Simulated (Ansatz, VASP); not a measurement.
ZnS: VASP beside Ansatz

```
Zn S
1.0
     0.00000    2.70465    2.70465
     2.70465    0.00000    2.70465
     2.70465    2.70465    0.00000
Zn S
1 1
Direct
  0.00000 0.00000 0.05229
  0.75000 0.75000 0.75000
```

Alike in both runs: task single point; functional PBE; k mesh 9 × 9 × 9; occupations fermi-dirac, width 0.01 eV; no spin polarisation.

|  | VASP | Ansatz |
| --- | --- | --- |
| version | VASP 6.6.1 | Ansatz 0.2.0 |
| potentials or method | VASP PAW PBE potentials, release 64 (Zn, S), cutoff 520 eV | all-electron LAPW, scalar-relativistic |

```tsv
	VASP	Ansatz	Ansatz less VASP
gap on the k mesh at the Fermi level (eV)	2.02	2.02	-0.005
pressure (GPa)	2.9	2.7	-0.15
traceless stress, the component that is largest in VASP (GPa)	-3.50	-3.45	+0.050
rms of the force components (eV/Å)	0.761	0.755	-0.0051
```

Atom by atom the forces differ by 0.005 eV/Å (rms over components). Ansatz ran all-electron here, and VASP with PAW potentials.
